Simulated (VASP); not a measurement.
Write the native input for VASP 6.6.1 that does the following.

- Task: single point
- Functional: r2SCAN
- Potentials or basis: VASP PAW PBE potentials, release 64 (Ge_d)
- Cutoff: 520 eV
- k mesh: 12 × 12 × 12
- Occupations: gaussian, width 0.02 eV
- Spin: no spin polarisation
- Dipole correction: no
- Further INCAR settings: ALGO = Normal; EDIFF = 1e-07; NBANDS = 21

Ge:

```xyz
2
Lattice="0.0000 2.8375 2.8375 2.8375 0.0000 2.8375 2.8375 2.8375 0.0000" Properties=species:S:1:pos:R:3 pbc="T T T"
Ge    0.0000    0.0000    0.0000
Ge    1.4188    1.4188    1.4188
```

These files were run (other wordings do the same):

POSCAR

```
Ge
1.0
    0.0000000000      2.8375041525      2.8375041525
    2.8375041525      0.0000000000      2.8375041525
    2.8375041525      2.8375041525      0.0000000000
Ge
2
Direct
    0.0000000000      0.0000000000      0.0000000000
    0.2500000000      0.2500000000      0.2500000000
```

INCAR.step1

```
  PREC = Accurate
  ENCUT = 520
  ISMEAR = 0
  SIGMA = 0.02
  LREAL = F
  LASPH = T
  NELM = 80
  NBANDS = 21
  GGA = PE
  ALGO = Normal
  EDIFF = 1E-4
  LWAVE = T
  LCHARG = F
```

INCAR.step2

```
  PREC = Accurate
  ENCUT = 520
  EDIFF = 1E-7
  ISMEAR = 0
  SIGMA = 0.02
  LREAL = F
  LASPH = T
  NELM = 80
  ALGO = Normal
  ISIF = 2
  LWAVE = F
  LCHARG = F
  METAGGA = R2SCAN
  LMIXTAU = T
  NBANDS = 21
  ISTART = 1
```

KPOINTS

```
Automatic mesh
0
Gamma
  12 12 12
```

Potentials or basis: VASP PAW PBE potentials, release 64 (Ge_d).

Command:

```sh
$ cat potpaw_PBE.64/Ge_d/POTCAR > POTCAR
$ cp INCAR.step1 INCAR
$ mpirun -np 1 vasp_std > vasp.out
$ cp INCAR.step2 INCAR
$ mpirun -np 1 vasp_std > vasp.out
```

Results of the run:

```
Pressure               : 0.0 GPa
Band gap on the k mesh : 0.32 eV
```

Caveat: the PAW data sets were made with another functional, which shifts forces and pressure a little.

Run time: 6.7 min on 1 thread of AMD EPYC 7R43 64-Core Processor (Zen 3), on a shared host, peak memory 0.16 GiB.
